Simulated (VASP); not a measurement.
Runs of VASP 6.6.1 on TiB2. The structure is that of space group P6/mmm (No. 191), or close to it. The cells are those of the table. 

```csv
cell,gap on the mesh (eV),pressure (GPa)
"a = 3.069, b = 3.069, c = 3.271 Å, angles 90.0, 90.0, 120.0°, 3 atoms",none,-8.7
"a = 3.108, b = 3.108, c = 3.312 Å, angles 90.0, 90.0, 120.0°, 3 atoms",none,(b)
"a = 3.029, b = 3.029, c = 3.228 Å, angles 90.0, 90.0, 120.0°, 3 atoms",none,(a)
"a = 2.946, b = 2.946, c = 3.140 Å, angles 90.0, 90.0, 120.0°, 3 atoms",none,25.6
"a = 2.988, b = 2.988, c = 3.185 Å, angles 90.0, 90.0, 120.0°, 3 atoms",none,11.9
```

Alike in all rows: task single point; level PBE; potentials or basis VASP PAW PBE potentials, release 64 (Ti_sv, B); no spin polarisation; k mesh 11 × 11 × 9; cutoff (eV) 520; smearing fermi-dirac 0.15 eV.

Q: Estimate the missing entries.

A: (a) 0.5; (b) -16.4.

A gap of «none» marks levels without a gap at the run's occupations.
